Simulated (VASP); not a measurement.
# Ti in VASP: further runs

The runs below take Ti through single point, with PBE, HSE06.

Everything below comes from runs of VASP 6.6.1. Logs are shortened: lines on timing, memory, paths and dates and some standing lists are left out, and cuts for length are marked.

## 1. The cell of the first run

It takes space group Im-3m (No. 229, cubic). The conventional cell has a = 3.282 Å, b = 3.282 Å, c = 3.282 Å, α = 90.00°, β = 90.00°, γ = 90.00°. Within 3.7 Å of Ti (site symmetry m-3m) lie 14 Ti at 2.84 to 3.28 Å.

## 2. Single point, PBE

Input file INCAR:

```
SYSTEM = Ti
ALGO = Normal
EDIFF = 1E-6
ENCUT = 520
GGA = PE
ISIF = 2
ISMEAR = -1
LASPH = .TRUE.
LCHARG = .FALSE.
LREAL = .FALSE.
LWAVE = .FALSE.
NBANDS = 12
NELM = 60
PREC = Accurate
SIGMA = 0.1
```

Input file KPOINTS:

```
k-points
0
G
  10 10 10
  0 0 0
```

Input file POSCAR:

```
Ti
1.0
   -1.6410000000      1.6410000000      1.6410000000
    1.6410000000     -1.6410000000      1.6410000000
    1.6410000000      1.6410000000     -1.6410000000
Ti
1
Direct
    0.0000000000      0.0000000000      0.0000000000
```

Potentials or basis: VASP PAW PBE potentials, release 64 (Ti_sv).

Run with:

```console
$ cat potpaw_PBE.64/Ti_sv/POTCAR > POTCAR
$ mpirun -np 1 vasp_std > vasp.out
```

OUTCAR:

```text
SYSTEM = Ti
   EDIFF = 1E-6
   ENCUT = 520
   GGA = PE
   ISIF = 2
   ISMEAR = -1
   LASPH = .TRUE.
   LREAL = .FALSE.
   NELM = 60
   PREC = Accurate

 ion  position               nearest neighbor table
   1  0.000  0.000  0.000-

  LATTYP: Found a body centered cubic cell.
 ALAT       =     3.2820000000

  Lattice vectors:

 A1 = (  -1.6410000000,   1.6410000000,   1.6410000000)
 A2 = (   1.6410000000,  -1.6410000000,   1.6410000000)
 A3 = (   1.6410000000,   1.6410000000,  -1.6410000000)

Analysis of symmetry for initial positions (statically):
=====================================================================
 Subroutine PRICEL returns:
 Original cell was already a primitive cell.

 Routine SETGRP: Setting up the symmetry group for a
 body centered cubic supercell.

 Subroutine GETGRP returns: Found 48 space group operations
[... 9 lines left out ...]

 Routine SETGRP: Setting up the symmetry group for a
 body centered cubic supercell.

 Subroutine GETGRP returns: Found 48 space group operations
[... 11 lines left out ...]
                                     Primitive cell

  volume of cell :      17.6761

  direct lattice vectors                    reciprocal lattice vectors
    -1.641000000  1.641000000  1.641000000     0.000000000  0.304692261  0.304692261
     1.641000000 -1.641000000  1.641000000     0.304692261  0.000000000  0.304692261
     1.641000000  1.641000000 -1.641000000     0.304692261  0.304692261  0.000000000

  length of vectors
     2.842295375  2.842295375  2.842295375     0.430899928  0.430899928  0.430899928

  position of ions in fractional coordinates (direct lattice)
     0.000000000  0.000000000  0.000000000

  ion indices of the primitive-cell ions
   primitive index   ion index
                 1           1

----------------------------------------------------------------------------------------

 KPOINTS: k-points

Automatic generation of k-mesh.
 Grid dimensions read from file:
 generate k-points for:   10   10   10

 Generating k-lattice:

  Cartesian coordinates                     Fractional coordinates (reciprocal lattice)
     0.000000000  0.030469226  0.030469226     0.100000000  0.000000000  0.000000000
     0.030469226  0.000000000  0.030469226     0.000000000  0.100000000  0.000000000
     0.030469226  0.030469226  0.000000000     0.000000000  0.000000000  0.100000000

  Length of vectors
     0.043089993  0.043089993  0.043089993
[... 52 lines left out ...]
   ENCUT  =  520.0 eV  38.22 Ry    6.18 a.u.   5.28  5.28  5.28*2*pi/ulx,y,z
   NELM   =     60;   NELMIN=  2; NELMDL= -5     # of ELM steps
   EDIFF  = 0.1E-05   stopping-criterion for ELM
   LREAL  =      F    real-space projection
   EDIFFG = 0.1E-04   stopping-criterion for IOM
   NSW    =      0    number of steps for IOM
   IBRION =     -1    ionic relax: 0-MD 1-quasi-New 2-CG
   NFREE  =      0    steps in history (QN), initial steepest desc. (CG)
   ISIF   =      2    stress and relaxation
   ISYM   =      2    0-nonsym 1-usesym 2-fastsym
   POTIM  = 0.5000    time-step for ionic-motion
   TEBEG  =    0.0;   TEEND  =   0.0 temperature during run
   PSTRESS=    0.0 pullay stress
   NELECT =      12.0000    total number of electrons
   NUPDOWN=      -1.0000    fix difference up-down
   EMIN   =  10.00;   EMAX   =-10.00  energy-range for DOS
   EFERMI =   0.00;   METHOD = LEGACY
   ISMEAR =    -1;   SIGMA  =   0.10  broadening in eV -4-tet -1-fermi 0-gaus
   EFERMI_NEDOS =   21; number of points for ismear=-14 and -15
   IALGO  =     38    algorithm
   IMIX   =      4    mixing-type and parameters
     AMIX     =   0.40;   BMIX     =  1.00
     AMIX_MAG =   1.60;   BMIX_MAG =  1.00
  volume/ion in A,a.u.               =      17.68       119.28
  Fermi-wavevector in a.u.,A,eV,Ry     =   1.438821  2.718977 28.166848  2.070205
  Thomas-Fermi vector in A             =   2.557745
   LORBIT       =      0    0 simple, 1 ext, 2 COOP (PROOUT), +10 PAW based schemes
   GGA     = PE    functional components
   LHFCALC =     F    Hartree Fock is set to
   AEXX    =    0.0000 exact exchange contribution
   IVDW    =     0    specifies the selected vdW correction
   LEPSILON=     F    determine dielectric tensor
   LRPA    =     F    only Hartree local field effects (RPA)
 non-spin polarized calculation
  energy-cutoff  :      520.00
  volume of cell :       17.68
 maximum number of plane-waves:       490
 NGX is ok and might be reduce to    24

 number of electron      12.0000001 magnetization

 Free energy of the ion-electron system (eV)
  ---------------------------------------------------
  ext. energy  EPLUGINS =         0.00000000
  ---------------------------------------------------
  free energy    TOTEN  =        -7.76030130 eV

  energy without entropy =       -7.68157034  energy(sigma->0) =       -7.72093582

 E-fermi :   7.9024     XC(G=0): -11.4120

 val. band max:        7.9017498304   @ k =   0.3000   0.2000   0.0000
 cond. band min:       7.9164571597   @ k =   0.3000   0.1000   0.1000
 fundamental gap:      0.0147073294
 Fermi energy:         7.9023864103

 k-point     1 :       0.0000    0.0000    0.0000
  band No.  band energies     occupation
      1     -48.6637      2.00000
      2     -24.5398      2.00000
      3     -24.5398      2.00000
      4     -24.5398      2.00000
      5       1.9897      2.00000
      6       8.8757      0.00012
      7       8.8757      0.00012
      8       8.8757      0.00012
      9      10.5946      0.00000
     10      10.5946      0.00000
     11      25.1912      0.00000
     12      25.1912      0.00000
[... 331 lines left out ...]
 k-point    24 :      -0.3000    0.3000    0.1000
  band No.  band energies     occupation
      1     -48.5747      2.00000
      2     -24.9516      2.00000
      3     -24.6938      2.00000
      4     -24.5885      2.00000
      5       4.7170      2.00000
      6       8.1280      0.18965
      7       8.1895      0.10718
      8       9.9243      0.00000
      9      10.6844      0.00000
     10      11.0569      0.00000
     11      20.2856      0.00000
     12      22.8063      0.00000

 [... further k-points ...]
[... 5 lines left out ...]
  --------------------------------------------------------------------------------------
  -------------------------------------------------------------------------------------
  Total       -0.2465284     -0.2465284     -0.2465284      0.0000000      0.0000000     -0.0000000
  in kB      -22.3455861    -22.3455861    -22.3455861      0.0000000      0.0000000     -0.0000000
  external PRESSURE =     -22.3455861 kB  Pullay stress =       0.0000000 kB

 VOLUME and BASIS-vectors are now :
 -----------------------------------------------------------------------------
  energy-cutoff  :      520.00
  volume of cell :       17.68
      direct lattice vectors                 reciprocal lattice vectors
    -1.641000000  1.641000000  1.641000000     0.000000000  0.304692261  0.304692261
     1.641000000 -1.641000000  1.641000000     0.304692261  0.000000000  0.304692261
     1.641000000  1.641000000 -1.641000000     0.304692261  0.304692261  0.000000000

 POSITION                                       TOTAL-FORCE (eV/Angst)
 -----------------------------------------------------------------------------------
      0.00000      0.00000      0.00000        -0.000000      0.000000      0.000000
 -----------------------------------------------------------------------------------
    total drift:                                0.000000      0.000000      0.000000

  FREE ENERGIE OF THE ION-ELECTRON SYSTEM (eV)
  ---------------------------------------------------
  free  energy   TOTEN  =        -7.7603012984 eV

  energy  without entropy=       -7.6815703439  energy(sigma->0) =       -7.72093582
```

OSZICAR:

```text
N       E                     dE             d eps       ncg     rms          rms(c)
DAV:   1     0.878632580365E+02    0.87863E+02   -0.65219E+03  1128   0.121E+03
DAV:   2    -0.427615190974E+01   -0.92139E+02   -0.89934E+02  1160   0.301E+02
DAV:   3    -0.873934855677E+01   -0.44632E+01   -0.44008E+01  1576   0.661E+01
DAV:   4    -0.882808790334E+01   -0.88739E-01   -0.88620E-01  1252   0.843E+00
DAV:   5    -0.883025330676E+01   -0.21654E-02   -0.21654E-02  1336   0.125E+00    0.813E+00
DAV:   6    -0.775416470080E+01    0.10761E+01   -0.25375E+00  1192   0.226E+01    0.203E+00
DAV:   7    -0.775116050200E+01    0.30042E-02   -0.69308E-02  1324   0.276E+00    0.124E+00
DAV:   8    -0.775983882576E+01   -0.86783E-02   -0.34004E-02  1184   0.215E+00    0.100E-01
DAV:   9    -0.776028603553E+01   -0.44721E-03   -0.24588E-03  1372   0.479E-01    0.752E-02
DAV:  10    -0.776032543110E+01   -0.39396E-04   -0.23201E-04  1204   0.171E-01    0.138E-02
DAV:  11    -0.776030067026E+01    0.24761E-04   -0.23627E-05  1324   0.760E-02    0.681E-03
DAV:  12    -0.776030129841E+01   -0.62815E-06   -0.12857E-06  1028   0.141E-02
   1 F= -.77603013E+01 E0= -.77209358E+01  d E =-.787310E-01
```

stdout:

```text
POSCAR found type information on POSCAR Ti
 POSCAR found :  1 types and       1 ions
 scaLAPACK will be used
 LDA part: xc-table for (Slater+PW92), standard interpolation
 POSCAR, INCAR and KPOINTS ok, starting setup
 FFT: planning ... GRIDC
 FFT: planning ... GRID_SOFT
 FFT: planning ... GRID
 WAVECAR not read
 entering main loop
```

It took 7.3 s on 1 thread of Intel Xeon Platinum 8259CL at 2.50GHz (Skylake/Cascade Lake), shared host; peak memory 0.14 GiB.

What came out:

```
Free energy            : -7.7603 eV
Pressure               : -2.2 GPa
Band gap on the k mesh : zero (band 6 reaches 8.88 eV, above the bottom of band 7 at 7.26 eV)
```

Levels at points of the mesh, in eV from the Fermi level:
```tsv
k point	band 3	band 4	band 5	band 6	band 7	band 8	band 9	band 10
(0.00, 0.00, 0.00)	-32.44	-32.44	-5.91	0.97	0.97	0.97	2.69	2.69
(0.50, 0.00, 0.00)	-32.64	-32.45	-2.41	-0.38	1.09	2.68	3.02	4.17
(0.50, 0.50, 0.50)	-32.88	-32.88	-2.04	-2.04	3.83	3.83	3.83	8.24
```

## 3. Single point, PBE

This run uses another cell than the first one, of the same volume but with other edges.

Input file INCAR:

```
SYSTEM = Ti
PREC = Accurate ; ENCUT = 520
EDIFF = 1E-6 ; ISMEAR = -1
SIGMA = 0.1 ; LREAL = .FALSE.
LASPH = .TRUE. ; NELM = 80
ALGO = Normal ; ISIF = 2
LWAVE = .FALSE. ; LCHARG = .FALSE.
GGA = PE ; NBANDS = 12
```

Input file KPOINTS:

```
regular mesh
0
G
  8 8 8
  0 0 0
```

Input file POSCAR:

```
Ti
1.0
   -1.6651410000      1.6614080000      1.5991130000
    1.6803890000     -1.7050710000      1.6580240000
    1.6045370000      1.6444670000     -1.6427760000
Ti
1
Direct
   -0.0072040000      0.0071160000      0.0068240000
```

Potentials or basis: VASP PAW PBE potentials, release 64 (Ti_sv).

Run with:

```console
$ cat potpaw_PBE.64/Ti_sv/POTCAR > POTCAR
$ mpirun -np 1 vasp_std > vasp.out
```

Run time: 29 s. Hardware: 1 thread of Intel Xeon Platinum 8259CL at 2.50GHz (Skylake/Cascade Lake), shared host; peak memory 0.18 GiB.

It converged, with:

| Item | Value |
| --- | --- |
| Free energy | -7.7563 eV |
| Pressure | -2.3 GPa |
| Band gap on the k mesh | zero (band 6 reaches 8.76 eV, above the bottom of band 7 at 7.40 eV) |

Stress tensor (GPa, compression positive):
```
-2.31  1.63 -0.54
 1.63 -2.17  1.22
-0.54  1.22 -2.55
```

Levels at points of the mesh, in eV from the Fermi level:
```csv
k point,band 2,band 3,band 4,band 5,band 6,band 7,band 8,band 9,band 10,band 11
"(0.00, 0.00, 0.00)",-32.47,-32.44,-32.41,-5.92,0.78,0.87,1.23,2.67,2.76,16.80
"(0.50, 0.00, 0.00)",-33.09,-32.66,-32.45,-2.39,-0.35,1.28,2.62,2.94,4.24,8.79
"(0.00, 0.50, 0.00)",-33.08,-32.63,-32.44,-2.41,-0.45,1.08,2.75,3.07,4.14,8.57
"(0.50, 0.50, 0.00)",-33.06,-32.61,-32.42,-2.44,-0.38,0.78,2.72,3.12,4.07,8.24
"(0.00, 0.00, 0.50)",-33.10,-32.67,-32.45,-2.39,-0.26,1.30,2.53,2.87,4.26,8.81
"(0.50, 0.00, 0.50)",-33.08,-32.66,-32.44,-2.40,-0.44,1.20,2.73,3.02,4.20,8.70
"(0.00, 0.50, 0.50)",-33.06,-32.62,-32.43,-2.43,-0.43,0.91,2.75,3.11,4.10,8.38
"(0.50, 0.50, 0.50)",-32.92,-32.88,-32.83,-2.06,-2.03,3.61,3.88,4.00,8.03,8.25
```

## 4. Single point, PBE

This run uses another cell than the first one, of the same volume but with other edges.

Input file INCAR:

```
  ALGO = Normal
  EDIFF = 1E-6
  ENCUT = 520
  GGA = PE
  ISIF = 2
  ISMEAR = -1
  LASPH = True
  LCHARG = True
  LELF = True
  LREAL = False
  LVHAR = True
  LWAVE = False
  NBANDS = 12
  NELM = 60
  PREC = Accurate
  SIGMA = 0.1
```

Input file KPOINTS:

```
k-points
0
Gamma
  8 8 8
```

POSCAR is that of step 3.

Run with:

```console
$ cat potpaw_PBE.64/Ti_sv/POTCAR > POTCAR
$ mpirun -np 1 vasp_std > vasp.out
```

It took 29 s on 1 thread of Intel Xeon Platinum 8259CL at 2.50GHz (Skylake/Cascade Lake), shared host; peak memory 0.17 GiB.

It converged, with:

```yaml
Free_energy: -7.7563 eV
Pressure: -2.3 GPa
Band_gap_on_the_k_mesh: zero (band 6 reaches 8.76 eV, above the bottom of band 7 at 7.40 eV)
```

Stress tensor (GPa, compression positive):
```
-2.31  1.63 -0.54
 1.63 -2.17  1.22
-0.54  1.22 -2.55
```

Levels at points of the mesh, in eV from the Fermi level:
```
           k point  band 2  band 3  band 4  band 5  band 6  band 7  band 8  band 9  band 10  band 11
(0.00, 0.00, 0.00)  -32.47  -32.44  -32.41   -5.92    0.78    0.87    1.23    2.67     2.76    16.80
(0.50, 0.00, 0.00)  -33.09  -32.66  -32.45   -2.39   -0.35    1.28    2.62    2.94     4.24     8.79
(0.00, 0.50, 0.00)  -33.08  -32.63  -32.44   -2.41   -0.45    1.08    2.75    3.07     4.14     8.57
(0.50, 0.50, 0.00)  -33.06  -32.61  -32.42   -2.44   -0.38    0.78    2.72    3.12     4.07     8.24
(0.00, 0.00, 0.50)  -33.10  -32.67  -32.45   -2.39   -0.26    1.30    2.53    2.87     4.26     8.81
(0.50, 0.00, 0.50)  -33.08  -32.66  -32.44   -2.40   -0.44    1.20    2.73    3.02     4.20     8.70
(0.00, 0.50, 0.50)  -33.06  -32.62  -32.43   -2.43   -0.43    0.91    2.75    3.11     4.10     8.38
(0.50, 0.50, 0.50)  -32.92  -32.88  -32.83   -2.06   -2.03    3.61    3.88    4.00     8.03     8.25
```

## 5. Single point, HSE06

Input file POSCAR:

```
Ti
1.0
   -1.6410000000      1.6410000000      1.6410000000
    1.6410000000     -1.6410000000      1.6410000000
    1.6410000000      1.6410000000     -1.6410000000
Ti
1
Direct
    0.0000000000      0.0000000000      0.0000000000
```

Input file INCAR.step1:

```
SYSTEM = Ti
  PREC = Accurate
  ENCUT = 520
  EDIFF = 1E-5
  ISMEAR = -1
  SIGMA = 0.05
  LREAL = .FALSE.
  LASPH = .TRUE.
  NELM = 80
  ALGO = Normal
  ISIF = 2
  LWAVE = .TRUE.
  LCHARG = .FALSE.
  NBANDS = 12
  GGA = PE
```

Input file INCAR.step2:

```
SYSTEM = Ti
  PREC = Accurate
  ENCUT = 520
  EDIFF = 1E-6
  ISMEAR = -1
  SIGMA = 0.05
  LREAL = .FALSE.
  LASPH = .TRUE.
  NELM = 80
  ALGO = Normal
  ISIF = 2
  LWAVE = .FALSE.
  LCHARG = .FALSE.
  GGA = PE
  LHFCALC = .TRUE.
  HFSCREEN = 0.2079
  PRECFOCK = Normal
  NBANDS = 12
  ISTART = 1
```

Input file KPOINTS:

```
regular mesh
0
G
  6 6 6
  0 0 0
```

Run with:

```console
$ cat potpaw_PBE.64/Ti_sv/POTCAR > POTCAR
$ cp INCAR.step1 INCAR
$ mpirun -np 1 vasp_std > vasp.out
$ cp INCAR.step2 INCAR
$ mpirun -np 1 vasp_std > vasp.out
```

It took 8.4 min on 1 thread of Intel Xeon Platinum 8259CL at 2.50GHz (Skylake/Cascade Lake), shared host; peak memory 0.24 GiB.

Results (log left out):

```yaml
Free_energy: -9.2446 eV
Pressure: -2.7 GPa
Band_gap_on_the_k_mesh: zero (band 6 reaches 9.53 eV, above the bottom of band 7 at 7.05 eV)
```

Levels at points of the mesh, in eV from the Fermi level:
```csv
k point,band 3,band 4,band 5,band 6,band 7,band 8,band 9,band 10
"(0.00, 0.00, 0.00)",-35.85,-35.85,-7.18,1.59,1.59,1.59,3.34,3.34
"(0.50, 0.00, 0.00)",-36.05,-35.85,-2.98,-0.24,0.74,3.32,3.61,4.98
"(0.50, 0.50, 0.50)",-36.29,-36.29,-2.67,-2.67,4.65,4.65,4.65,8.78
```

Caveat: the k points lie up to 0.45 Å⁻¹ apart; the PAW data sets were made with another functional, which shifts forces and pressure a little.

## 6. The runs side by side

| level | cell | k mesh | smearing | grid for exact exchange (PRECFOCK) | screening parameter | gap on the mesh (eV) | pressure (GPa) |
| --- | --- | --- | --- | --- | --- | --- | --- |
| PBE | a = 2.842 Å, angles 109.5°, 1 atom | 10 × 10 × 10 | fermi-dirac 0.1 eV | - | - | none | -2.2 |
| PBE | a = 2.844, b = 2.912, c = 2.824 Å, angles 110.1, 108.6, 111.1°, 1 atom | 8 × 8 × 8 | fermi-dirac 0.1 eV | - | - | none | -2.3 |
| HSE06 | a = 2.842 Å, angles 109.5°, 1 atom | 6 × 6 × 6 | fermi-dirac 0.05 eV | Normal | 0.2079 1/Å | none | -2.7 |

Alike in all rows: task single point; potentials or basis VASP PAW PBE potentials, release 64 (Ti_sv); no spin polarisation; cutoff (eV) 520.

Caveats: some runs use coarse meshes; the PAW data sets were made with another functional, which shifts forces and pressure a little (some runs).

Total energies depend on the potentials used, so only differences within one code and one set of settings carry meaning.
